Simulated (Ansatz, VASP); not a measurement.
**Two plane-wave programs on P**

```
CELL_PARAMETERS angstrom
2.44454 0.00000 0.00000
0.00000 2.44454 0.00000
0.00000 0.00000 2.44432
ATOMIC_POSITIONS crystal
P 0.00000 0.00000 0.00000
```

Alike in both runs: task single point; functional r2SCAN; k mesh 22 × 22 × 22; occupations gaussian, width 0.1 eV; no spin polarisation.

```csv
,VASP,Ansatz
version,VASP 6.6.1,Ansatz 0.2.0
potentials or method,"VASP PAW PBE potentials, release 64 (P), cutoff 520 eV","scalar-relativistic, plane waves, PAW"
valence electrons in the cell,5,5
```

```csv
,VASP,Ansatz,Ansatz less VASP
gap on the k mesh at the Fermi level (eV),none,none,-
pressure (GPa),-1.7,-1.3,+0.47
```

VASP's potentials were made for PBE, not for r2SCAN. A gap of «none» marks a metal or a gap that the smearing closes.
